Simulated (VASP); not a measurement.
# Cl (P6_3/mmc) in VASP: a series of runs

Cl is run at these levels: PBE; tasks: single point, relaxation of cell and atoms.

Program: VASP 6.6.1. These are calculated values, not measurements. Logs are shortened: lines on timing, memory, paths and dates and some standing lists are left out, and cuts for length are marked.

## (1) The cell of the first run

The structure is hexagonal, space group P6_3/mmc (No. 194). The conventional cell has a = 3.003 Å, b = 3.003 Å, c = 3.835 Å, α = 90.00°, β = 90.00°, γ = 120.00°. Cl (site symmetry -6m2) has 12 Cl at 2.58 to 3.00 Å within 3.4 Å.

## (2) Single point, PBE

File INCAR:

```
SYSTEM = Cl
PREC = Accurate
ENCUT = 520
EDIFF = 1E-6
ISMEAR = -1
SIGMA = 0.01
LREAL = .False.
LASPH = .True.
NELM = 80
ALGO = Normal
ISIF = 2
LWAVE = .False.
LCHARG = .False.
GGA = PE
NBANDS = 14
```

File KPOINTS:

```
Automatic mesh
0
Gamma
  6 6 3
  0 0 0
```

File POSCAR:

```
Cl
1.0
    3.0028949384      0.0000000000      0.0000000000
   -1.5014474692      2.6005833016      0.0000000000
    0.0000000000      0.0000000000      3.8347488000
Cl
2
Direct
    0.3333333333      0.6666666667      0.2500000000
    0.6666666667      0.3333333333      0.7500000000
```

Potentials or basis: VASP PAW PBE potentials, release 64 (Cl).

Launch:

```bash
$ cat potpaw_PBE.64/Cl/POTCAR > POTCAR
$ mpirun -np 1 vasp_std > vasp.out
```

OUTCAR:

```text
SYSTEM = Cl
   PREC = Accurate
   ENCUT = 520
   EDIFF = 1E-6
   ISMEAR = -1
   LREAL = .False.
   LASPH = .True.
   NELM = 80
   ISIF = 2
   GGA = PE

 ion  position               nearest neighbor table
   1  0.333  0.667  0.250-   2 2.58   2 2.58   2 2.58   2 2.58   2 2.58   2 2.58
   2  0.667  0.333  0.750-   1 2.58   1 2.58   1 2.58   1 2.58   1 2.58   1 2.58

  LATTYP: Found a hexagonal cell.
 ALAT       =     3.0028949384
 C/A-ratio  =     1.2770173045

  Lattice vectors:

 A1 = (   3.0028949384,   0.0000000000,   0.0000000000)
 A2 = (  -1.5014474692,   2.6005833016,   0.0000000000)
 A3 = (   0.0000000000,   0.0000000000,   3.8347488000)

Analysis of symmetry for initial positions (statically):
=====================================================================
 Subroutine PRICEL returns:
 Original cell was already a primitive cell.

 Routine SETGRP: Setting up the symmetry group for a
 hexagonal supercell.

 Subroutine GETGRP returns: Found 24 space group operations
 (whereof 12 operations were pure point group operations)
 out of a pool of 24 trial point group operations.

The static configuration has the point symmetry D_3d.
 The point group associated with its full space group is D_6h.

Analysis of symmetry for dynamics (positions and initial velocities):
=====================================================================
 Subroutine PRICEL returns:
 Original cell was already a primitive cell.

 Routine SETGRP: Setting up the symmetry group for a
 hexagonal supercell.

 Subroutine GETGRP returns: Found 24 space group operations
 (whereof 12 operations were pure point group operations)
 out of a pool of 24 trial point group operations.

The dynamic configuration has the point symmetry D_3d.
 The point group associated with its full space group is D_6h.

 Subroutine INISYM returns: Found 24 space group operations
 (whereof 12 operations are pure point group operations),
 and found     1 'primitive' translations

----------------------------------------------------------------------------------------

                                     Primitive cell

  volume of cell :      29.9466

  direct lattice vectors                    reciprocal lattice vectors
     3.002894938  0.000000000  0.000000000     0.333011984  0.192264558  0.000000000
    -1.501447469  2.600583302  0.000000000     0.000000000  0.384529117  0.000000000
     0.000000000  0.000000000  3.834748800     0.000000000  0.000000000  0.260773274

  length of vectors
     3.002894938  3.002894938  3.834748800     0.384529117  0.384529117  0.260773274

  position of ions in fractional coordinates (direct lattice)
     0.333333333  0.666666667  0.250000000
     0.666666667  0.333333333  0.750000000

  ion indices of the primitive-cell ions
   primitive index   ion index
                 1           1
                 2           2

----------------------------------------------------------------------------------------

 KPOINTS: Automatic mesh

Automatic generation of k-mesh.
 Grid dimensions read from file:
 generate k-points for:    6    6    3

 Generating k-lattice:

  Cartesian coordinates                     Fractional coordinates (reciprocal lattice)
     0.055501997  0.032044093  0.000000000     0.166666667  0.000000000  0.000000000
     0.000000000  0.064088186  0.000000000     0.000000000  0.166666667  0.000000000
     0.000000000  0.000000000  0.086924425     0.000000000  0.000000000  0.333333333

  Length of vectors
     0.064088186  0.064088186  0.086924425

  Shift w.r.t. Gamma in fractional coordinates (k-lattice)
     0.000000000  0.000000000  0.000000000

 Subroutine IBZKPT returns following result:
 ===========================================

 Found     14 irreducible k-points:

 Following reciprocal coordinates:
            Coordinates               Weight
  0.000000  0.000000  0.000000      1.000000
  0.166667 -0.000000  0.000000      6.000000
  0.333333  0.000000  0.000000      6.000000
  0.500000  0.000000  0.000000      3.000000
  0.166667  0.166667  0.000000      6.000000
  0.333333  0.166667  0.000000     12.000000
  0.333333  0.333333  0.000000      2.000000
  0.000000  0.000000  0.333333      2.000000
  0.166667 -0.000000  0.333333     12.000000
  0.333333  0.000000  0.333333     12.000000
  0.500000  0.000000  0.333333      6.000000
  0.166667  0.166667  0.333333     12.000000
  0.333333  0.166667  0.333333     24.000000
  0.333333  0.333333  0.333333      4.000000
   k-points           NKPTS =     14   k-points in BZ     NKDIM =     14   number of bands    NBANDS=     14
   number of dos      NEDOS =    301   number of ions     NIONS =      2
   total plane-waves  NPLWV =  17280
   dimension x,y,z NGX =    24 NGY =   24 NGZ =   30
   dimension x,y,z NGXF=    48 NGYF=   48 NGZF=   60
   ions per type =               2
   NGX,Y,Z   is equivalent  to a cutoff of  13.29, 13.29, 13.01 a.u.
   NGXF,Y,Z  is equivalent  to a cutoff of  26.57, 26.57, 26.01 a.u.
[... 75 lines left out ...]
      9      13.6321      0.00000
     10      17.9809      0.00000
     11      19.0908      0.00000
     12      19.0908      0.00000
     13      20.8750      0.00000
     14      20.8750      0.00000

 k-point     2 :       0.1667   -0.0000    0.0000
  band No.  band energies     occupation
      1     -11.5522      2.00000
      2      -6.4396      2.00000
      3      -0.0998      2.00000
      4       3.3559      2.00000
      5       4.2744      2.00000
      6       6.1975      2.00000
      7       7.4123      0.00000
      8       8.2576      0.00000
      9      14.7605      0.00000
     10      17.2687      0.00000
     11      19.8359      0.00000
     12      20.0046      0.00000
     13      20.0283      0.00000
     14      20.3181      0.00000

 k-point     3 :       0.3333    0.0000    0.0000
  band No.  band energies     occupation
      1     -10.3942      2.00000
      2      -6.8119      2.00000
      3       1.1141      2.00000
      4       1.3792      2.00000
      5       3.3952      2.00000
      6       4.4120      2.00000
      7       6.2764      2.00000
      8       7.4724      0.00000
      9      13.4408      0.00000
     10      18.1099      0.00000
     11      18.5498      0.00000
     12      19.2279      0.00000
     13      20.7531      0.00000
     14      22.9853      0.00000

 k-point     4 :       0.5000    0.0000    0.0000
  band No.  band energies     occupation
      1      -9.3297      2.00000
      2      -7.5714      2.00000
      3       0.8225      2.00000
      4       2.2568      2.00000
      5       3.0478      2.00000
      6       3.5010      2.00000
      7       4.7712      2.00000
      8       7.4207      0.00000
      9      12.6266      0.00000
     10      17.3604      0.00000
     11      18.0711      0.00000
     12      18.9732      0.00000
     13      24.1430      0.00000
     14      25.0747      0.00000

 k-point     5 :       0.1667    0.1667    0.0000
  band No.  band energies     occupation
      1     -10.7530      2.00000
      2      -6.6189      2.00000
      3       0.7352      2.00000
      4       2.4267      2.00000
      5       2.4275      2.00000
      6       5.6099      2.00000
      7       6.8848      0.67762
      8       6.9652      0.00033
      9      16.0485      0.00000
     10      16.0530      0.00000
     11      17.0685      0.00000
[... 106 lines left out ...]
 k-point    12 :       0.1667    0.1667    0.3333
  band No.  band energies     occupation
      1      -9.9666      2.00000
      2      -7.9774      2.00000
      3       0.6065      2.00000
      4       2.3508      2.00000
      5       3.8250      2.00000
      6       5.2910      2.00000
      7       5.6967      2.00000
      8       8.0146      0.00000
      9      16.4853      0.00000
     10      16.6034      0.00000
     11      18.6490      0.00000
     12      20.2384      0.00000
     13      20.6413      0.00000
     14      21.2649      0.00000

 k-point    13 :       0.3333    0.1667    0.3333
  band No.  band energies     occupation
      1      -8.8562      2.00000
      2      -7.7503      2.00000
      3      -0.3984      2.00000
      4       0.7249      2.00000
      5       2.4382      2.00000
      6       4.6024      2.00000
      7       6.2896      2.00000
      8       7.8524      0.00000
      9      16.0442      0.00000
     10      17.0525      0.00000
     11      19.7232      0.00000
     12      20.3520      0.00000
     13      21.2847      0.00000
     14      22.8220      0.00000

 k-point    14 :       0.3333    0.3333    0.3333
  band No.  band energies     occupation
      1      -8.0594      2.00000
      2      -8.0594      2.00000
      3       0.2565      2.00000
      4       0.2565      2.00000
      5       0.9829      2.00000
      6       3.4811      2.00000
      7       7.4262      0.00000
      8       7.4262      0.00000
      9      17.6448      0.00000
     10      18.9537      0.00000
     11      19.4872      0.00000
     12      19.4872      0.00000
     13      22.4408      0.00000
     14      22.4409      0.00000

------------------------ aborting loop because EDIFF is reached ----------------------------------------

  FORCE on cell =-STRESS in cart. coord.  units (eV):
  Direction    XX          YY          ZZ          XY          YZ          ZX
  --------------------------------------------------------------------------------------
  -------------------------------------------------------------------------------------
  Total        5.5468921      5.5468921      5.5584967      0.0000000     -0.0000000      0.0000000
  in kB      296.7648611    296.7648611    297.3857187      0.0000000     -0.0000000      0.0000000
  external PRESSURE =     296.9718137 kB  Pullay stress =       0.0000000 kB

 VOLUME and BASIS-vectors are now :
 -----------------------------------------------------------------------------
  energy-cutoff  :      520.00
  volume of cell :       29.95
      direct lattice vectors                 reciprocal lattice vectors
     3.002894938  0.000000000  0.000000000     0.333011984  0.192264558  0.000000000
    -1.501447469  2.600583302  0.000000000     0.000000000  0.384529117  0.000000000
     0.000000000  0.000000000  3.834748800     0.000000000  0.000000000  0.260773274

 POSITION                                       TOTAL-FORCE (eV/Angst)
 -----------------------------------------------------------------------------------
     -0.00000      1.73372      0.95869         0.000000     -0.000000      0.000000
      1.50145      0.86686      2.87606        -0.000000      0.000000      0.000000
 -----------------------------------------------------------------------------------
    total drift:                               -0.000000      0.000000      0.000000

  FREE ENERGIE OF THE ION-ELECTRON SYSTEM (eV)
  ---------------------------------------------------
  free  energy   TOTEN  =        -1.3440553434 eV

  energy  without entropy=       -1.3433103838  energy(sigma->0) =       -1.34368286
```

It took 5.7 s on 1 thread of AMD EPYC 7R13 (Zen 3), shared host; peak memory 0.1 GiB.

Results:

* Free energy: -1.3441 eV
* Pressure: 29.7 GPa
* Band gap on the k mesh: zero (band 7 reaches 7.43 eV, above the bottom of band 8 at 5.64 eV)

Caveat: the k points lie up to 0.55 Å⁻¹ apart.

## (3) Single point, PBE

This run uses another cell than the first one, of 16.17 Å³/atom, 1.080 times its volume.

File INCAR:

```
SYSTEM = Cl
ALGO = Normal ; EDIFF = 1E-6
ENCUT = 520 ; GGA = PE
ISIF = 2 ; ISMEAR = -1
LASPH = .TRUE. ; LCHARG = .TRUE.
LELF = .TRUE. ; LREAL = .FALSE.
LVHAR = .TRUE. ; LWAVE = .FALSE.
NBANDS = 14 ; NELM = 60
PREC = Accurate ; SIGMA = 0.01
```

File KPOINTS:

```
k-points
0
G
  6 6 3
  0 0 0
```

File POSCAR:

```
Cl
1.0
    3.1002593965      0.0000000000      0.0000000000
   -1.5501296983      2.6849033957      0.0000000000
    0.0000000000      0.0000000000      3.8842952512
Cl
2
Direct
    0.3333333333      0.6666666667      0.2500000000
    0.6666666667      0.3333333333      0.7500000000
```

Potentials or basis: VASP PAW PBE potentials, release 64 (Cl).

Launch:

```bash
$ cat potpaw_PBE.64/Cl/POTCAR > POTCAR
$ mpirun -np 1 vasp_std > vasp.out
```

Run time: 7.3 s. Hardware: 1 thread of AMD EPYC 7R13 (Zen 3), shared host; peak memory 0.1 GiB.

Results (log left out):

* Free energy: -1.7097 eV
* Pressure: 19.8 GPa
* Band gap on the k mesh: zero (band 7 reaches 6.22 eV, above the bottom of band 8 at 4.72 eV)

Levels at points of the mesh, in eV from the Fermi level:
| k point | band 4 | band 5 | band 6 | band 7 | band 8 | band 9 | band 10 | band 11 |
| --- | --- | --- | --- | --- | --- | --- | --- | --- |
| (0.00, 0.00, 0.00) | -1.95 | -1.95 | 0.20 | 0.20 | 1.94 | 6.92 | 10.58 | 12.26 |
| (0.50, 0.00, 0.00) | -4.14 | -3.58 | -2.94 | -1.83 | 0.48 | 6.21 | 10.64 | 11.37 |

Caveat: the k points lie up to 0.54 Å⁻¹ apart.

## (4) Single point, PBE

This run uses another cell than the first one, of 18.02 Å³/atom, 1.203 times its volume.

File INCAR:

```
PREC     = Accurate       # precision mode
ENCUT    = 520            # plane-wave cutoff, eV
EDIFF    = 1E-6           # SCF threshold, eV
ISMEAR   = -1             # smearing method
SIGMA    = 0.01           # smearing width, eV
LREAL    = F              # projectors in reciprocal space
LASPH    = T              # aspherical terms in the spheres
NELM     = 60             # most SCF steps
ALGO     = Normal         # electronic algorithm
ISIF     = 2              # what is computed and relaxed
LWAVE    = F              # write WAVECAR
LCHARG   = F              # write CHGCAR
GGA      = PE             # functional
NBANDS   = 14             # bands
```

File KPOINTS:

```
regular mesh
0
Gamma
  6 6 3
```

File POSCAR:

```
Cl
1.0
    3.2487609231      0.0000000000      0.0000000000
   -1.6243804615      2.8135094902      0.0000000000
    0.0000000000      0.0000000000      3.9424652455
Cl
2
Direct
    0.3333333333      0.6666666667      0.2500000000
    0.6666666667      0.3333333333      0.7500000000
```

Launch:

```bash
$ cat potpaw_PBE.64/Cl/POTCAR > POTCAR
$ mpirun -np 1 vasp_std > vasp.out
```

Run time: 6.2 s. Hardware: 1 thread of AMD EPYC 7R13 (Zen 3), shared host; peak memory 0.1 GiB.

Results (log left out):

```
Free energy            : -2.0444 eV
Pressure               : 9.8 GPa
Band gap on the k mesh : zero (band 7 reaches 4.66 eV, above the bottom of band 8 at 3.53 eV)
```

Levels at points of the mesh, in eV from the Fermi level:
| k point | band 3 | band 4 | band 5 | band 6 | band 7 | band 8 | band 9 | band 10 | band 11 | band 12 |
| --- | --- | --- | --- | --- | --- | --- | --- | --- | --- | --- |
| (0.00, 0.00, 0.00) | -5.65 | -1.91 | -1.91 | 0.09 | 0.09 | 1.59 | 7.18 | 9.88 | 12.30 | 12.30 |
| (0.50, 0.00, 0.00) | -4.74 | -3.52 | -3.26 | -2.36 | -1.49 | 0.43 | 6.79 | 10.91 | 11.59 | 12.00 |

Caveat: the k points lie up to 0.53 Å⁻¹ apart.

## (5) Single point, PBE

This run uses another cell than the first one, of 22.66 Å³/atom, 1.513 times its volume.

File INCAR:

```
PREC = Accurate
ENCUT = 520
EDIFF = 1E-6
ISMEAR = -1
SIGMA = 0.01
LREAL = F
LASPH = T
NELM = 60
ALGO = Normal
ISIF = 2
LWAVE = F
LCHARG = T
GGA = PE
LELF = T
LVHAR = T
NBANDS = 14
```

KPOINTS is that of step 4.

File POSCAR:

```
Cl
1.0
    3.7005962547      0.0000000000      0.0000000000
   -1.8502981274      3.2048103658      0.0000000000
    0.0000000000      0.0000000000      3.8205042675
Cl
2
Direct
    0.3333333333      0.6666666667      0.2500000000
    0.6666666667      0.3333333333      0.7500000000
```

Launch:

```bash
$ cat potpaw_PBE.64/Cl/POTCAR > POTCAR
$ mpirun -np 1 vasp_std > vasp.out
```

Run time: 8.2 s. Hardware: 1 thread of AMD EPYC 7R13 (Zen 3), shared host; peak memory 0.11 GiB.

It converged, with:

```yaml
Free_energy: -2.2895 eV
Pressure: -0.1 GPa
Band_gap_on_the_k_mesh: zero (band 7 reaches 1.97 eV, above the bottom of band 8 at 0.77 eV)
```

Levels at points of the mesh, in eV from the Fermi level:
```csv
k point,band 5,band 6,band 7,band 8,band 9,band 10
"(0.00, 0.00, 0.00)",-2.38,-0.35,-0.35,0.75,7.48,8.28
"(0.50, 0.00, 0.00)",-2.49,-1.35,-1.10,0.24,7.46,11.57
```

Caveat: the k points lie up to 0.55 Å⁻¹ apart.

## (6) Relaxation of cell and atoms, PBE

This run uses another cell than the first one, of 22.31 Å³/atom, 1.490 times its volume.

File INCAR:

```
SYSTEM = Cl
PREC = Accurate
ENCUT = 600
EDIFF = 1E-6
ISMEAR = -1
SIGMA = 0.01
LREAL = .False.
LASPH = .True.
NELM = 60
ALGO = Normal
ISIF = 3
LWAVE = .False.
LCHARG = .False.
GGA = PE
IBRION = 2
NSW = 60
EDIFFG = -0.02
```

File KPOINTS:

```
regular mesh
0
Gamma
  6 6 3
  0 0 0
```

File POSCAR:

```
Cl
1.0
    3.1600000000      0.0000000000      0.0000000000
   -1.5800000000      2.7366402760      0.0000000000
    0.0000000000      0.0000000000      5.1602800000
Cl
2
Direct
    0.3333333333      0.6666666667      0.2500000000
    0.6666666667      0.3333333333      0.7500000000
```

Potentials or basis: VASP PAW PBE potentials, release 64 (Cl).

Launch:

```bash
$ cat potpaw_PBE.64/Cl/POTCAR > POTCAR
$ mpirun -np 1 vasp_std > vasp.out
```

Wall time 3 min (1 thread of AMD EPYC 7R13 (Zen 3), shared host); peak memory 0.14 GiB.

It converged, with:

- Free energy: -2.2861 eV
- Relaxed volume: 22.53 Å³/atom
- Relaxed cell: a = 3.682 Å, b = 3.682 Å, c = 3.837 Å, α = 90.00°, β = 90.00°, γ = 120.00°
- Space group after relaxing (to 0.05 Å): P6_3/mmc (No. 194)
- Energy gained by relaxing: 260.0 meV/atom
- Ionic steps: 21
- Pressure after relaxing: 0.0 GPa
- Band gap on the k mesh: zero (band 7 reaches 2.02 eV, above the bottom of band 8 at 0.83 eV)

Stress tensor (GPa, compression positive):
```
 0.06  0.00  0.00
 0.00  0.06  0.00
 0.00  0.00 -0.07
```

The path:
| step | energy change (eV) | largest force (eV/Å) | pressure (GPa) | volume (Å³) |
| --- | --- | --- | --- | --- |
| 1 | 0.0000 | 0.0000 | -0.92 | 44.62 |
| 2 | -0.0053 | 0.0000 | -0.44 | 43.81 |
| 3 | -0.0157 | 0.0000 | 1.20 | 41.40 |
| 4 | -0.0164 | 0.0000 | 1.27 | 41.32 |
| 5 | -0.0185 | 0.0000 | 1.48 | 41.07 |
| 6 | -0.0220 | 0.0000 | 1.90 | 40.58 |
| 7 | -0.0261 | 0.0000 | 2.86 | 39.61 |
| 8 | -0.0257 | 0.0000 | 5.19 | 37.70 |
| 9 | -0.0306 | 0.0000 | 5.55 | 37.43 |
| 10 | -0.0365 | 0.0000 | 6.09 | 37.06 |
| 11 | -0.0404 | 0.0000 | 7.35 | 36.32 |
| 12 | -0.0519 | 0.0000 | 7.12 | 36.43 |
| 13 | -0.0838 | 0.0000 | 6.57 | 36.76 |
| 14 | -0.1382 | 0.0000 | 5.62 | 37.41 |
| 15 | -0.2695 | 0.0000 | 3.80 | 38.69 |
| 16 | -0.4364 | 0.0000 | 1.48 | 41.19 |
| 17 | -0.5192 | 0.0000 | -0.41 | 45.78 |
| 18 | -0.5193 | 0.0000 | -0.38 | 45.57 |
| 19 | -0.5191 | 0.0000 | -0.33 | 45.41 |
| 20 | -0.5197 | 0.0000 | -0.17 | 45.24 |
| 21 | -0.5200 | 0.0000 | 0.02 | 45.05 |

Final structure:
```
Cl
1.0
     3.68223    0.00000    0.00000
    -1.84111    3.18890    0.00000
     0.00000    0.00000    3.83688
Cl
2
Cartesian
  0.0000 2.1259 0.9592
  1.8411 1.0630 2.8777
```

Levels at points of the mesh, in eV from the Fermi level:
```
           k point  band 5  band 6  band 7  band 8  band 9  band 10
(0.00, 0.00, 0.00)   -2.34   -0.33   -0.33    0.78    7.48     8.32
(0.50, 0.00, 0.00)   -2.51   -1.38   -1.10    0.24    7.46    11.59
```

Caveat: the k points lie up to 0.55 Å⁻¹ apart in the final cell.

## (7) Summary

| task | cell | cutoff (eV) | gap on the mesh (eV) | pressure (GPa) |
| --- | --- | --- | --- | --- |
| single point | a = 3.003, b = 3.003, c = 3.835 Å, angles 90.0, 90.0, 120.0°, 2 atoms | 520 | none | 29.7 |
| single point | a = 3.100, b = 3.100, c = 3.884 Å, angles 90.0, 90.0, 120.0°, 2 atoms | 520 | none | 19.8 |
| single point | a = 3.249, b = 3.249, c = 3.942 Å, angles 90.0, 90.0, 120.0°, 2 atoms | 520 | none | 9.8 |
| single point | a = 3.701, b = 3.701, c = 3.821 Å, angles 90.0, 90.0, 120.0°, 2 atoms | 520 | none | -0.1 |
| relaxation of cell and atoms | relaxed from a = 3.160, b = 3.160, c = 5.160 Å, angles 90.0, 90.0, 120.0°, 2 atoms | 600 | none | 0.0 |

Alike in all rows: level PBE; potentials or basis VASP PAW PBE potentials, release 64 (Cl); no spin polarisation; k mesh 6 × 6 × 3; smearing fermi-dirac 0.01 eV.

Caveats: all runs use coarse meshes.

Absolute energies hang on the potentials; compare differences alone.
